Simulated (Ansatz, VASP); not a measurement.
# Ti in VASP and in Ansatz

```
CELL_PARAMETERS angstrom
2.03000 -2.03000 0.00000
2.03000 0.00000 -2.03000
8.12000 8.12000 8.12000
ATOMIC_POSITIONS crystal
Ti 0.66667 0.66667 0.16667
Ti 0.00000 0.00000 0.00000
Ti 0.33333 0.33333 0.33333
Ti 0.66667 0.66667 0.66667
Ti 0.00000 0.00000 0.50000
Ti 0.33333 0.33333 0.83333
```

Alike in both runs: task single point; functional r2SCAN; k mesh 19 × 19 × 4; occupations gaussian, width 0.15 eV; no spin polarisation.

|  | VASP | Ansatz |
| --- | --- | --- |
| version | VASP 6.6.1 | Ansatz 0.2.0 |
| potentials or method | VASP PAW PBE potentials, release 64 (Ti_sv), cutoff 520 eV | scalar-relativistic, plane waves, PAW |
| valence electrons in the cell | 72 | 72 |

```tsv
	VASP	Ansatz	Ansatz less VASP
gap on the k mesh at the Fermi level (eV)	none	none	-
pressure (GPa)	4.8	4.4	-0.45
```

VASP's potentials were made for PBE, not for r2SCAN. A gap of «none» marks a metal or a gap that the smearing closes.
